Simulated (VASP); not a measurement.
# Al2O3 (P-6m2) in VASP: dielectric tensor with PBEsol

Aim: the dielectric tensor of Al2O3 with PBEsol.

All numbers are computed with VASP 6.6.1; they aren't measurements. Logs are shortened: lines on timing, memory, paths and dates and some standing lists are left out, and cuts for length are marked.

## Step 1: The cell of the first run

It takes space group P-6m2 (No. 187, hexagonal). The conventional cell has a = 2.884 Å, b = 2.884 Å, c = 9.337 Å, α = 90.00°, β = 90.00°, γ = 120.00°. Al (site symmetry 3m) has 6 O at 1.80 to 2.18 Å within 2.4 Å. Within 2.4 Å of O (site symmetry 3m) lie 3 Al at 1.80 Å. O (site symmetry -6m2) has 6 Al at 2.18 Å and 12 O at 2.66 to 2.88 Å within 2.9 Å.

## Step 2: Dielectric tensor, PBEsol

INCAR reads:

```
ALGO = Normal ; EDIFF = 1E-8
ENCUT = 520 ; GGA = PS
GGA_COMPAT = F ; ISIF = 2
ISMEAR = 0 ; LASPH = T
LCHARG = F ; LEPSILON = T
LREAL = F ; LWAVE = F
NELM = 120 ; PREC = Accurate
SIGMA = 0.01
```

KPOINTS reads:

```
k-points
0
Gamma
  12 12 2
```

POSCAR reads:

```
Al2O3
1.0
    2.8843250000      0.0000000000      0.0000000000
   -1.4421625000      2.4978987228      0.0000000000
    0.0000000000      0.0000000000      9.3367540000
Al O
2 3
Direct
    0.0000000000      0.0000000000      0.1499920000
    0.0000000000      0.0000000000      0.8500080000
    0.3333333333      0.6666666667      0.2223170000
    0.3333333333      0.6666666667      0.7776830000
    0.6666666667      0.3333333333      0.0000000000
```

Potentials or basis: VASP PAW PBE potentials, release 64 (Al, O).

Run with:

```bash
cat potpaw_PBE.64/Al/POTCAR potpaw_PBE.64/O/POTCAR > POTCAR
mpirun -np 1 vasp_std > vasp.out
```

OUTCAR:

```text
EDIFF = 1E-8
   ENCUT = 520
   GGA = PS
   ISIF = 2
   ISMEAR = 0
   LASPH = T
   LEPSILON = T
   LREAL = F
   NELM = 120
   PREC = Accurate

 ion  position               nearest neighbor table
   1  0.000  0.000  0.150-   3 1.80   3 1.80   3 1.80   5 2.18   5 2.18   5 2.18   2 2.80
   2  0.000  0.000  0.850-   4 1.80   4 1.80   4 1.80   5 2.18   5 2.18   5 2.18   1 2.80
   3  0.333  0.667  0.222-   1 1.80   1 1.80   1 1.80
   4  0.333  0.667  0.778-   2 1.80   2 1.80   2 1.80
   5  0.667  0.333  0.000-   1 2.18   2 2.18   1 2.18   2 2.18   1 2.18   2 2.18

  LATTYP: Found a hexagonal cell.
 ALAT       =     2.8843250000
 C/A-ratio  =     3.2370672514

  Lattice vectors:

 A1 = (   2.8843250000,   0.0000000000,   0.0000000000)
 A2 = (  -1.4421625000,   2.4978987228,   0.0000000000)
 A3 = (   0.0000000000,   0.0000000000,   9.3367540000)

Analysis of symmetry for initial positions (statically):
=====================================================================
 Subroutine PRICEL returns:
 Original cell was already a primitive cell.

 Routine SETGRP: Setting up the symmetry group for a
 hexagonal supercell.

 Subroutine GETGRP returns: Found 12 space group operations
 (whereof 12 operations were pure point group operations)
 out of a pool of 24 trial point group operations.

The static configuration has the point symmetry D_3h.

Analysis of symmetry for dynamics (positions and initial velocities):
=====================================================================
 Subroutine PRICEL returns:
 Original cell was already a primitive cell.

 Routine SETGRP: Setting up the symmetry group for a
 hexagonal supercell.

 Subroutine GETGRP returns: Found 12 space group operations
 (whereof 12 operations were pure point group operations)
 out of a pool of 24 trial point group operations.

The dynamic configuration has the point symmetry D_3h.

 Subroutine INISYM returns: Found 12 space group operations
 (whereof 12 operations are pure point group operations),
 and found     1 'primitive' translations

----------------------------------------------------------------------------------------

                                     Primitive cell

  volume of cell :      67.2690

  direct lattice vectors                    reciprocal lattice vectors
     2.884325000  0.000000000  0.000000000     0.346701568  0.200168244  0.000000000
    -1.442162500  2.497898723  0.000000000     0.000000000  0.400336487  0.000000000
     0.000000000  0.000000000  9.336754000     0.000000000  0.000000000  0.107103604

  length of vectors
     2.884325000  2.884325000  9.336754000     0.400336487  0.400336487  0.107103604

  position of ions in fractional coordinates (direct lattice)
     0.000000000  0.000000000  0.149992000
     0.000000000  0.000000000  0.850008000
     0.333333333  0.666666667  0.222317000
     0.333333333  0.666666667  0.777683000
     0.666666667  0.333333333  0.000000000

  ion indices of the primitive-cell ions
   primitive index   ion index
                 1           1
                 2           2
                 3           3
                 4           4
                 5           5

----------------------------------------------------------------------------------------

 KPOINTS: k-points

Automatic generation of k-mesh.
 Grid dimensions read from file:
 generate k-points for:   12   12    2

 Generating k-lattice:

  Cartesian coordinates                     Fractional coordinates (reciprocal lattice)
     0.028891797  0.016680687  0.000000000     0.083333333  0.000000000  0.000000000
     0.000000000  0.033361374  0.000000000     0.000000000  0.083333333  0.000000000
     0.000000000  0.000000000  0.053551802     0.000000000  0.000000000  0.500000000

  Length of vectors
     0.033361374  0.033361374  0.053551802
[... 91 lines left out ...]
   NGX = 11   NGY = 11   NGZ = 35

--------------------------------------- Ionic step        1  -------------------------------------------

 number of electron      23.9999983 magnetization

 E-fermi :   0.8928     XC(G=0):  -8.6152

 val. band max:        0.8007215224   @ k =   0.1667  -0.0000   0.0000
 cond. band min:       5.5433311033   @ k =   0.0000   0.0000   0.0000
 fundamental gap:      4.7426095809
 Fermi energy:         0.8927588315

 k-point     1 :       0.0000    0.0000    0.0000
  band No.  band energies     occupation
      1     -17.8479      2.00000
      2     -16.8126      2.00000
      3     -15.6090      2.00000
      4      -4.1999      2.00000
      5      -1.3276      2.00000
      6      -0.6827      2.00000
[... 433 lines left out ...]
      3     -15.3371      2.00000
      4      -4.4628      2.00000
      5      -4.2567      2.00000
      6      -2.9568      2.00000
[... 8 lines left out ...]
     15      10.2361      0.00000
     16      11.3026      0.00000

 [... further k-points ...]

  FORCE on cell =-STRESS in cart. coord.  units (eV):
  Direction    XX          YY          ZZ          XY          YZ          ZX
  --------------------------------------------------------------------------------------
  -------------------------------------------------------------------------------------
  Total       -1.2759315     -1.2759315     -0.9137070      0.0000000     -0.0000000      0.0000000
  in kB      -30.3894606    -30.3894606    -21.7621903      0.0000000     -0.0000000      0.0000000
  external PRESSURE =     -27.5137038 kB  Pullay stress =       0.0000000 kB

 VOLUME and BASIS-vectors are now :
 -----------------------------------------------------------------------------
  energy-cutoff  :      520.00
  volume of cell :       67.27
      direct lattice vectors                 reciprocal lattice vectors
     2.884325000  0.000000000  0.000000000     0.346701568  0.200168244  0.000000000
    -1.442162500  2.497898723  0.000000000     0.000000000  0.400336487  0.000000000
     0.000000000  0.000000000  9.336754000     0.000000000  0.000000000  0.107103604

 POSITION                                       TOTAL-FORCE (eV/Angst)
 -----------------------------------------------------------------------------------
      0.00000      0.00000      1.40044         0.000000     -0.000000     -0.086217
      0.00000      0.00000      7.93632         0.000000     -0.000000      0.086217
     -0.00000      1.66527      2.07572         0.000000     -0.000000     -0.143294
     -0.00000      1.66527      7.26103        -0.000000      0.000000      0.143294
      1.44216      0.83263      0.00000         0.000000      0.000000     -0.000000
 -----------------------------------------------------------------------------------
    total drift:                                0.000000     -0.000000      0.000000

  FREE ENERGIE OF THE ION-ELECTRON SYSTEM (eV)
  ---------------------------------------------------
  free  energy   TOTEN  =       -38.1313063338 eV

  energy  without entropy=      -38.1313063338  energy(sigma->0) =      -38.13130633

 HEAD OF MICROSCOPIC STATIC DIELECTRIC TENSOR (INDEPENDENT PARTICLE, excluding Hartree and local field effects)
 ------------------------------------------------------
           2.787886     0.000000     0.000000
           0.000000     2.787886     0.000000
           0.000000     0.000000     2.610657
 ------------------------------------------------------

 Free energy of the ion-electron system (eV)
  ---------------------------------------------------
  ---------------------------------------------------
  free energy    TOTEN  =        -0.34458311 eV

  energy without entropy =       -0.34458311

------------------------ aborting loop because EDIFF is reached ----------------------------------------

--------------------------------------- Ionic step        2  -------------------------------------------

------------------------ aborting loop because EDIFF is reached ----------------------------------------

--------------------------------------- Ionic step        3  -------------------------------------------

 Free energy of the ion-electron system (eV)
  ---------------------------------------------------
  ---------------------------------------------------
  free energy    TOTEN  =        -0.19157340 eV

  energy without entropy =       -0.19157340

------------------------ aborting loop because EDIFF is reached ----------------------------------------

 PIEZOELECTRIC TENSOR FIELD DIRECTION 3  (e Angst)
 -----------------------------------------------------------------------------
     0.00000  0.00000 -0.00000           (  0.00000  0.00000 -0.00000)
     0.00000  0.00000  0.00000           (  0.00000  0.00000  0.00000)
     0.00000  0.00000  0.00000           (  0.00000  0.00000  0.00000)

 PIEZOELECTRIC TENSOR FIELD DIRECTION 3  (C/m^2)
 -----------------------------------------------------------------------------
     0.00000  0.00000 -0.00000
     0.00000  0.00000  0.00000
     0.00000  0.00000  0.00000

 MACROSCOPIC STATIC DIELECTRIC TENSOR (including local field effects in DFT)
 ------------------------------------------------------
           2.708759    -0.000000     0.000000
           0.000000     2.708759    -0.000000
           0.000000     0.000000     1.946018
 ------------------------------------------------------

 PIEZOELECTRIC TENSOR (including local field effects)  for field in x, y, z        (e  Angst)
          XX          YY          ZZ          XY          YZ          ZX
  --------------------------------------------------------------------------------
  x     0.00000     0.00000     0.00000    -0.08335     0.00000     0.00000
  y    -0.08335     0.08335     0.00000     0.00000     0.00000     0.00000
  z     0.00000     0.00000     0.00000     0.00000     0.00000     0.00000

 PIEZOELECTRIC TENSOR (including local field effects)  for field in x, y, z        (C/m^2)
          XX          YY          ZZ          XY          YZ          ZX
  --------------------------------------------------------------------------------
  x     0.00000     0.00000     0.00000    -0.01985     0.00000     0.00000
  y    -0.01985     0.01985     0.00000     0.00000     0.00000     0.00000
  z     0.00000     0.00000     0.00000     0.00000     0.00000     0.00000

 BORN EFFECTIVE CHARGES (including local field effects) (in |e|, cummulative output)
 ---------------------------------------------------------------------------------
 ion    1
    1     3.01983     0.00000     0.00000
    2     0.00000     3.01983     0.00000
    3    -0.00000     0.00000     1.51231
 ion    2
    1     3.01983     0.00000     0.00000
    2     0.00000     3.01983     0.00000
    3     0.00000     0.00000     1.51231
 ion    3
    1    -1.90168     0.00000     0.00000
    2    -0.00000    -1.90168     0.00000
    3     0.00000     0.00000    -0.91165
 ion    4
    1    -1.90168     0.00000     0.00000
    2    -0.00000    -1.90168     0.00000
    3     0.00000    -0.00000    -0.91165
 ion    5
    1    -2.23631     0.00000     0.00000
    2     0.00000    -2.23631     0.00000
    3     0.00000     0.00000    -1.20133
```

Run time: 7.9 min. Hardware: 1 thread of Intel Xeon Platinum 8259CL at 2.50GHz (Skylake/Cascade Lake), shared host; peak memory 0.45 GiB.

Results:

| Item | Value |
| --- | --- |
| Band gap on the k mesh | 4.74 eV (least direct gap 4.98 eV) |
| Electronic dielectric tensor (diagonal) | 2.71, 2.71, 1.95 |
| Born charges (mean of the diagonal) | Al +2.52; O -1.57, -1.89 (each value once) e |

Levels at points of the mesh, in eV from the valence-band top:
| k point | band 9 | band 10 | band 11 | band 12 | band 13 | band 14 | band 15 | band 16 |
| --- | --- | --- | --- | --- | --- | --- | --- | --- |
| (0.00, 0.00, 0.00) | -1.25 | -0.52 | -0.52 | -0.24 | 4.74 | 7.42 | 7.75 | 9.19 |
| (0.50, 0.00, 0.00) | -1.98 | -1.00 | -0.82 | -0.58 | 7.70 | 8.77 | 8.91 | 10.89 |
| (0.00, 0.00, 0.50) | -1.25 | -0.52 | -0.52 | -0.29 | 4.87 | 7.04 | 7.86 | 9.52 |
| (0.50, 0.00, 0.50) | -1.98 | -1.00 | -0.83 | -0.57 | 7.71 | 8.73 | 8.97 | 10.68 |

Electronic dielectric tensor:
```
2.71 0.00 0.00
0.00 2.71 0.00
0.00 0.00 1.95
```

Born effective charge tensors (e):
atom 1, Al
```
3.02 0.00 0.00
0.00 3.02 0.00
0.00 0.00 1.51
```
atom 2, Al
```
3.02 0.00 0.00
0.00 3.02 0.00
0.00 0.00 1.51
```
atom 3, O
```
-1.90  0.00  0.00
 0.00 -1.90  0.00
 0.00  0.00 -0.91
```
atom 4, O
```
-1.90  0.00  0.00
 0.00 -1.90  0.00
 0.00  0.00 -0.91
```
atom 5, O
```
-2.24  0.00  0.00
 0.00 -2.24  0.00
 0.00  0.00 -1.20
```

Caveat: the PAW data sets were made with another functional, which shifts forces and pressure a little.
